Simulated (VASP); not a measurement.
Here is a VASP 6.6.1 calculation.

File INCAR:

```
ALGO     = Normal         # electronic algorithm
EDIFF    = 1E-8           # SCF threshold, eV
ENCUT    = 520            # plane-wave cutoff, eV
GGA      = PE             # functional
ISIF     = 2              # what is computed and relaxed
ISMEAR   = -1             # smearing method
LASPH    = T              # aspherical terms in the spheres
LCHARG   = F              # write CHGCAR
LEFG     = T            
LREAL    = Auto         
LUSENCCL = F            
LWAVE    = F              # write WAVECAR
NBANDS   = 180            # bands
NELECT   = 316.0        
NELM     = 100            # most SCF steps
PREC     = Accurate       # precision mode
SIGMA    = 0.01           # smearing width, eV
```

KPOINTS

```
k-points
0
Gamma
  3 3 3
```

The input POSCAR:

```
Pb15AuO16
1.0
   -5.8931000000      5.4904000000      4.7528000000
    5.8931000000     -5.4904000000      4.7528000000
    5.8931000000      5.4904000000     -4.7528000000
Au Pb O
1 15 16
Direct
    0.6192000000      0.2398500000      0.6090500000
    0.1192000000      0.7398500000      0.6090500000
    0.1192000000      0.2398500000      0.1090500000
    0.6192000000      0.7398500000      0.1090500000
    0.3808000000      0.7601500000      0.3909500000
    0.8808000000      0.2601500000      0.3909500000
    0.8808000000      0.7601500000      0.8909500000
    0.3808000000      0.2601500000      0.8909500000
    0.6308000000      0.4898500000      0.3706500000
    0.1308000000      0.9898500000      0.3706500000
    0.1308000000      0.4898500000      0.8706500000
    0.6308000000      0.9898500000      0.8706500000
    0.3692000000      0.5101500000      0.6293500000
    0.8692000000      0.0101500000      0.6293500000
    0.8692000000      0.5101500000      0.1293500000
    0.3692000000      0.0101500000      0.1293500000
    0.1708500000      0.5576500000      0.4785000000
    0.6708500000      0.0576500000      0.4785000000
    0.6708500000      0.5576500000      0.9785000000
    0.1708500000      0.0576500000      0.9785000000
    0.8291500000      0.4423500000      0.5215000000
    0.3291500000      0.9423500000      0.5215000000
    0.3291500000      0.4423500000      0.0215000000
    0.8291500000      0.9423500000      0.0215000000
    0.5791500000      0.8076500000      0.6368000000
    0.0791500000      0.3076500000      0.6368000000
    0.0791500000      0.8076500000      0.1368000000
    0.5791500000      0.3076500000      0.1368000000
    0.4208500000      0.1923500000      0.3632000000
    0.9208500000      0.6923500000      0.3632000000
    0.9208500000      0.1923500000      0.8632000000
    0.4208500000      0.6923500000      0.8632000000
```

Potentials or basis: VASP PAW PBE potentials, release 64 (Au, Pb_d, O).

Command:

```sh
$ cat potpaw_PBE.64/Au/POTCAR potpaw_PBE.64/Pb_d/POTCAR potpaw_PBE.64/O/POTCAR > POTCAR
$ mpirun -np 1 vasp_std > vasp.out
```

Predict the largest force.

1.115 eV/Å.

Forces on the atoms (eV/Å):
```
Au  -0.999 -0.495  0.000
Pb   0.420  0.183  0.000
Pb   0.384  0.192  0.000
Pb   0.424  0.217  0.000
Pb  -0.459 -0.156  0.181
Pb  -0.459 -0.156 -0.181
Pb  -0.541 -0.192 -0.092
Pb  -0.541 -0.192  0.092
Pb   0.444 -0.135 -0.236
Pb   0.444 -0.135  0.236
Pb   0.447 -0.344 -0.150
Pb   0.447 -0.344  0.150
Pb  -0.514  0.307  0.000
Pb  -0.155  0.039  0.000
Pb  -0.546  0.113  0.000
Pb  -0.503  0.279  0.000
O   -0.090 -0.226  0.000
O    0.086 -0.064  0.000
O   -0.246 -0.153  0.000
O   -0.170 -0.184  0.000
O    0.658  0.413 -0.338
O    0.658  0.413  0.338
O    0.214  0.178 -0.028
O    0.214  0.178  0.028
O   -0.196  0.206  0.017
O   -0.196  0.206 -0.017
O   -0.155  0.216  0.015
O   -0.155  0.216 -0.015
O    0.558 -0.196  0.000
O    0.253 -0.039  0.000
O    0.097 -0.146  0.000
O    0.179 -0.201  0.000
```

Caveat: the cell carries a net charge on a neutralising background, which shifts energy and pressure; without QUAD_EFG the Cq values of the log hold for a quadrupole moment of 1 mb, not for the nuclei.
